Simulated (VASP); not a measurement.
The system is NaCl.

```xyz
2
Lattice="0.0000 3.0873 3.0873 3.0873 0.0000 3.0873 3.0873 3.0873 0.0000" Properties=species:S:1:pos:R:3 pbc="T T T"
Na    0.0000    0.0000    0.0000
Cl    1.5436    1.5436    1.5436
```

Base run:

* Program: VASP 6.6.1
* Functional: r2SCAN
* Potentials or basis: VASP PAW PBE potentials, release 64 (Na_pv, Cl)
* Cutoff: 520 eV
* k mesh: 6 × 6 × 6
* Occupations: gaussian, width 0.01 eV
* Spin: no spin polarisation

Its results: band gap on the k mesh 5.57 eV, direct; pressure -0.1 GPa.

Task: The run is repeated on the same cell with these changes: functional from r2SCAN to PBE. What comes out?

Result: Band gap on the k mesh 4.94 eV, direct; pressure 0.7 GPa.

r2SCAN gives the wider gap, since meta-GGAs in the generalised Kohn-Sham scheme recover part of the derivative discontinuity.

Caveats: the PAW data sets were made with another functional, which shifts forces and pressure a little (some runs).

